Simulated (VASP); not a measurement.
# As2O (P1) in VASP: single point with PBE

Aim: the single point of As2O with PBE.

All numbers are computed with VASP 6.6.1; they aren't measurements. Logs are shortened: lines on timing, memory, paths and dates and some standing lists are left out, and cuts for length are marked.

## Step 1: The cell of the first run

The typed cell holds 3 atoms: a = 3.046 Å, b = 2.996 Å, c = 4.589 Å, α = 89.33°, β = 90.73°, γ = 121.11°.

## Step 2: Single point, PBE, non-collinear spin, zero start, spin-orbit coupling

Contents of INCAR:

```
SYSTEM = As2O
PREC = Accurate ; ENCUT = 700
EDIFF = 1E-6 ; ISMEAR = -1
SIGMA = 0.15 ; LREAL = .False.
LASPH = .True. ; NELM = 200
ALGO = Normal ; ISIF = 2
LWAVE = .False. ; LCHARG = .False.
MAGMOM = 0 0 0 0 0 0 0 0 0 ; LORBIT = 11
LSORBIT = .True. ; GGA_COMPAT = .False.
LORBMOM = .True. ; GGA = PE
NBANDS = 49
```

Contents of KPOINTS:

```
regular mesh
0
Gamma
  3 3 1
  0 0 0
```

Contents of POSCAR:

```
As2O
1.0
    3.0456990000     -0.0145150000     -0.0186080000
   -1.5354190000      2.5720920000      0.0169670000
   -0.0303870000      0.0144490000      4.5886230000
O As
1 2
Direct
    0.9440800000      0.7565030000      0.0944560000
    1.2653510000      1.4384650000      0.3323420000
    1.5896430000      1.0732680000      0.7557280000
```

Potentials or basis: VASP PAW PBE potentials, release 64 (O, As_d).

On the command line:

```bash
$ cat potpaw_PBE.64/O/POTCAR potpaw_PBE.64/As_d/POTCAR > POTCAR
$ mpirun -np 1 vasp_ncl > vasp.out
```

OUTCAR:

```text
SYSTEM = As2O
   PREC = Accurate
   ENCUT = 700
   EDIFF = 1E-6
   ISMEAR = -1
   LREAL = .False.
   LASPH = .True.
   NELM = 200
   ISIF = 2
   LORBIT = 11
   LSORBIT = .True.
   GGA = PE

 ion  position               nearest neighbor table
   1  0.944  0.757  0.094-   2 1.99   2 2.07   2 2.09   3 2.30   3 2.34   3 2.35
   2  0.265  0.438  0.332-   1 1.99   1 2.07   1 2.09   3 2.54   3 2.63   3 2.64
   3  0.590  0.073  0.756-   1 2.30   1 2.34   1 2.35   2 2.54   2 2.63   2 2.64

  LATTYP: Found a triclinic cell.
 ALAT       =     3.0457904297
 B/A-ratio  =     0.9751853397
 C/A-ratio  =     1.5065863750
 COS(alpha) =     0.0012082856
 COS(beta)  =     0.0127461287
 COS(gamma) =     0.5043603746

  Lattice vectors:

 A1 = (  -3.0456990000,   0.0145150000,   0.0186080000)
 A2 = (  -1.5102800000,  -2.5575770000,   0.0016410000)
 A3 = (  -0.0303870000,   0.0144490000,   4.5886230000)

Analysis of symmetry for initial positions (statically):
=====================================================================
 Subroutine PRICEL returns:
 Original cell was already a primitive cell.

 Routine SETGRP: Setting up the symmetry group for a
 triclinic supercell.

 Subroutine GETGRP returns: Found  1 space group operations
 (whereof  1 operations were pure point group operations)
 out of a pool of  2 trial point group operations.

The static configuration has the point symmetry C_1 .

Analysis of symmetry for dynamics (positions and initial velocities):
=====================================================================
 Subroutine PRICEL returns:
 Original cell was already a primitive cell.

 Routine SETGRP: Setting up the symmetry group for a
 triclinic supercell.

 Subroutine GETGRP returns: Found  1 space group operations
 (whereof  1 operations were pure point group operations)
 out of a pool of  2 trial point group operations.

The dynamic configuration has the point symmetry C_1 .

Analysis of structural, dynamic, and magnetic symmetry:
=====================================================================
 Subroutine PRICEL returns:
 Original cell was already a primitive cell.

 Routine SETGRP: Setting up the symmetry group for a
 triclinic supercell.

 Subroutine GETGRP returns: Found  1 space group operations
 (whereof  1 operations were pure point group operations)
 out of a pool of  2 trial point group operations.

The overall configuration has the point symmetry C_1 .

 Subroutine INISYM returns: Found  1 space group operations
 (whereof  1 operations are pure point group operations),
 and found     1 'primitive' translations

----------------------------------------------------------------------------------------

                                     Primitive cell

  volume of cell :      35.8424

  direct lattice vectors                    reciprocal lattice vectors
     3.045699000 -0.014515000 -0.018608000     0.329278117  0.196553382  0.001561639
    -1.535419000  2.572092000  0.016967000     0.001850741  0.389901406 -0.001215495
    -0.030387000  0.014449000  4.588623000     0.001328461 -0.000644636  0.217941130

  length of vectors
     3.045790430  2.995572840  4.588746363     0.383483701  0.389907693  0.217946132

  position of ions in fractional coordinates (direct lattice)
     0.944080000  0.756503000  0.094456000
     0.265351000  0.438465000  0.332342000
     0.589643000  0.073268000  0.755728000

  ion indices of the primitive-cell ions
   primitive index   ion index
                 1           1
                 2           2
                 3           3

----------------------------------------------------------------------------------------

 KPOINTS: regular mesh

Automatic generation of k-mesh.
 Grid dimensions read from file:
 generate k-points for:    3    3    1

 Generating k-lattice:

  Cartesian coordinates                     Fractional coordinates (reciprocal lattice)
     0.109759372  0.065517794  0.000520546     0.333333333  0.000000000  0.000000000
     0.000616914  0.129967135 -0.000405165    -0.000000000  0.333333333  0.000000000
     0.001328461 -0.000644636  0.217941130     0.000000000 -0.000000000  1.000000000

  Length of vectors
     0.127827900  0.129969231  0.217946132

  Shift w.r.t. Gamma in fractional coordinates (k-lattice)
     0.000000000  0.000000000  0.000000000

 Subroutine IBZKPT returns following result:
 ===========================================

 Found      9 irreducible k-points:

 Following reciprocal coordinates:
            Coordinates               Weight
  0.000000  0.000000  0.000000      1.000000
  0.333333 -0.000000  0.000000      1.000000
 -0.333333  0.000000  0.000000      1.000000
 -0.000000  0.333333 -0.000000      1.000000
  0.000000 -0.333333  0.000000      1.000000
  0.333333  0.333333 -0.000000      1.000000
[... 31 lines left out ...]
   PSTRESS=    0.0 pullay stress
   NELECT =      36.0000    total number of electrons
   NUPDOWN=      -1.0000    fix difference up-down
   EMIN   =  10.00;   EMAX   =-10.00  energy-range for DOS
   EFERMI =   0.00;   METHOD = LEGACY
   ISMEAR =    -1;   SIGMA  =   0.15  broadening in eV -4-tet -1-fermi 0-gaus
   EFERMI_NEDOS =   21; number of points for ismear=-14 and -15
   IALGO  =     38    algorithm
   IMIX   =      4    mixing-type and parameters
     AMIX     =   0.40;   BMIX     =  1.00
     AMIX_MAG =   1.60;   BMIX_MAG =  1.00
  volume/ion in A,a.u.               =      11.95        80.63
  Fermi-wavevector in a.u.,A,eV,Ry     =   1.639495  3.098196 36.571681  2.687943
  Thomas-Fermi vector in A             =   2.730291
   LORBIT       =     11    0 simple, 1 ext, 2 COOP (PROOUT), +10 PAW based schemes
   GGA     = PE    functional components
   LHFCALC =     F    Hartree Fock is set to
   AEXX    =    0.0000 exact exchange contribution
   IVDW    =     0    specifies the selected vdW correction
   LEPSILON=     F    determine dielectric tensor
   LRPA    =     F    only Hartree local field effects (RPA)
  energy-cutoff  :      700.00
  volume of cell :       35.84
 maximum number of plane-waves:      3020
 NGX is ok and might be reduce to    28
   NGX = 13   NGY = 13   NGZ = 19

 number of electron      36.0000000 magnetization       0.0000000      0.0000000      0.0000000

 number of electron      35.9999998 magnetization       0.0000541      0.0000649     -0.0000324

 number of electron      35.9999998 magnetization      -0.0000216     -0.0000082     -0.0000010

 number of electron      35.9999998 magnetization       0.0000166     -0.0000002     -0.0000021

 Free energy of the ion-electron system (eV)
  ---------------------------------------------------
  ext. energy  EPLUGINS =         0.00000000
  ---------------------------------------------------
  free energy    TOTEN  =       -13.45466341 eV

  energy without entropy =      -13.34051459  energy(sigma->0) =      -13.39758900

 E-fermi :   8.2095     XC(G=0): -12.8905

 val. band max:        8.1939030754   @ k =  -0.3333   0.3333  -0.0000
 cond. band min:       8.5035957592   @ k =  -0.0000   0.3333  -0.0000
 fundamental gap:      0.3096926838
 Fermi energy:         8.2094503501

 k-point     1 :       0.0000    0.0000    0.0000
  band No.  band energies     occupation
      1     -29.7166      1.00000
      2     -29.7166      1.00000
      3     -29.6827      1.00000
      4     -29.6827      1.00000
      5     -29.4558      1.00000
      6     -29.4558      1.00000
[... 448 lines left out ...]
     47      19.8561      0.00000
     48      19.8631      0.00000
 [bands above 48 left out]

------------------------ aborting loop because EDIFF is reached ----------------------------------------

  FORCE on cell =-STRESS in cart. coord.  units (eV):
  Direction    XX          YY          ZZ          XY          YZ          ZX
  --------------------------------------------------------------------------------------
  -------------------------------------------------------------------------------------
  Total        7.5012312      6.6514317     17.9882686     -0.7320942      1.0488039     -0.5163337
  in kB      335.3097261    297.3231528    804.0868493    -32.7250690     46.8821907    -23.0804406
  external PRESSURE =     478.9065761 kB  Pullay stress =       0.0000000 kB

 VOLUME and BASIS-vectors are now :
 -----------------------------------------------------------------------------
  energy-cutoff  :      700.00
  volume of cell :       35.84
      direct lattice vectors                 reciprocal lattice vectors
     3.045699000 -0.014515000 -0.018608000     0.329278117  0.196553382  0.001561639
    -1.535419000  2.572092000  0.016967000     0.001850741  0.389901406 -0.001215495
    -0.030387000  0.014449000  4.588623000     0.001328461 -0.000644636  0.217941130

 POSITION                                       TOTAL-FORCE (eV/Angst)
 -----------------------------------------------------------------------------------
      1.71096      1.93346      0.42869         0.721054     -0.433064     -0.002686
      0.12485      1.12872      1.52749        -0.693815      0.326388     -0.477304
      1.66041      0.19081      3.45802        -0.027239      0.106676      0.479989
 -----------------------------------------------------------------------------------
    total drift:                               -0.000043      0.000302      0.000056

  FREE ENERGIE OF THE ION-ELECTRON SYSTEM (eV)
  ---------------------------------------------------
  free  energy   TOTEN  =       -13.4546634051 eV

  energy  without entropy=      -13.3405145934  energy(sigma->0) =      -13.39758900

 orbital moment (x)

 # of ion     p       d       tot
 ----------------------------------------
  1         0.000   0.000   0.000
  2         0.000   0.000   0.000
  3         0.000   0.000   0.000
 ----------------------------------------
            0.000   0.000   0.000

 orbital moment (y)

 # of ion     p       d       tot
 ----------------------------------------
  1        -0.000   0.000  -0.000
  2         0.000  -0.000  -0.000
  3         0.000   0.000   0.000
 ----------------------------------------
            0.000   0.000   0.000

 orbital moment (z)

 # of ion     p       d       tot
 ----------------------------------------
  1        -0.000   0.000  -0.000
  2        -0.000   0.000   0.000
  3         0.000   0.000   0.000
 ----------------------------------------
           -0.000   0.000   0.000

 Spin-Orbit-Coupling matrix elements

 Ion:    1  E_soc:     -0.0007109
 l=   1
     0.0000000    -0.0000887    -0.0001713
    -0.0000887     0.0000000    -0.0000955
    -0.0001713    -0.0000955     0.0000000
 l=   2
     0.0000000     0.0000000     0.0000000     0.0000000     0.0000000
     0.0000000     0.0000000     0.0000000     0.0000000     0.0000000
     0.0000000     0.0000000     0.0000000     0.0000000     0.0000000
     0.0000000     0.0000000     0.0000000     0.0000000     0.0000000
     0.0000000     0.0000000     0.0000000     0.0000000     0.0000000
 l=   3
     0.0000000     0.0000000     0.0000000     0.0000000     0.0000000     0.0000000     0.0000000
     0.0000000     0.0000000     0.0000000     0.0000000     0.0000000     0.0000000     0.0000000
     0.0000000     0.0000000     0.0000000     0.0000000     0.0000000     0.0000000     0.0000000
     0.0000000     0.0000000     0.0000000     0.0000000     0.0000000     0.0000000     0.0000000
[... 29 lines left out ...]
 l=   2
     0.0000000    -0.0001975     0.0000000    -0.0001978    -0.0007989
    -0.0001975     0.0000000    -0.0005944    -0.0002030    -0.0001977
     0.0000000    -0.0005944     0.0000000    -0.0005977     0.0000000
    -0.0001978    -0.0002030    -0.0005977     0.0000000    -0.0001972
    -0.0007989    -0.0001977     0.0000000    -0.0001972     0.0000000
 l=   3
     0.0000000     0.0000000     0.0000000     0.0000000     0.0000000     0.0000000     0.0000000
     0.0000000     0.0000000     0.0000000     0.0000000     0.0000000     0.0000000     0.0000000
     0.0000000     0.0000000     0.0000000     0.0000000     0.0000000     0.0000000     0.0000000
     0.0000000     0.0000000     0.0000000     0.0000000     0.0000000     0.0000000     0.0000000
     0.0000000     0.0000000     0.0000000     0.0000000     0.0000000     0.0000000     0.0000000
     0.0000000     0.0000000     0.0000000     0.0000000     0.0000000     0.0000000     0.0000000
     0.0000000     0.0000000     0.0000000     0.0000000     0.0000000     0.0000000     0.0000000

 total charge

# of ion       s       p       d       tot
------------------------------------------
    1        1.633   3.339   0.000   4.972
    2        1.665   1.665  10.256  13.586
    3        1.638   1.701  10.152  13.490
--------------------------------------------------
tot          4.935   6.704  20.408  32.048

 magnetization (x)

# of ion       s       p       d       tot
------------------------------------------
    1        0.000   0.000   0.000   0.000
    2       -0.000  -0.000  -0.000  -0.000
    3       -0.000  -0.000  -0.000  -0.000
--------------------------------------------------
tot         -0.000  -0.000  -0.000  -0.000

 magnetization (y)

# of ion       s       p       d       tot
------------------------------------------
    1        0.000   0.000   0.000   0.000
    2       -0.000  -0.000   0.000  -0.000
    3       -0.000  -0.000   0.000  -0.000
--------------------------------------------------
tot         -0.000  -0.000   0.000  -0.000

 magnetization (z)

# of ion       s       p       d       tot
------------------------------------------
    1       -0.000   0.000   0.000   0.000
    2       -0.000   0.000   0.000   0.000
    3       -0.000  -0.000   0.000  -0.000
--------------------------------------------------
tot         -0.000   0.000   0.000  -0.000
```

Wall time 33 s (1 thread of AMD EPYC 9R45 (Zen 5), shared host); peak memory 0.28 GiB.

What came out:

```yaml
Free_energy: -13.4547 eV
Pressure: 47.9 GPa
Largest_force: 0.903 eV/Å
Net_moment: 0.00 μB per cell
Valence_electrons_inside_the_program's_atomic_spheres: O 4.97; As 13.59, 13.49
```

Forces in eV/Å, atoms in the order of the input:
```
O    0.721 -0.433 -0.003
As  -0.694  0.326 -0.477
As  -0.027  0.107  0.480
```

Stress tensor (GPa, compression positive):
```
33.53 -3.27 -2.31
-3.27 29.73  4.69
-2.31  4.69 80.41
```

Moments on the atoms (μB; x, y, z):
```
O   0.00 0.00 0.00
As  0.00 0.00 0.00
As  0.00 0.00 0.00
```

Caveat: the k points lie up to 1.37 Å⁻¹ apart, too coarse for converged energies, forces and pressures.
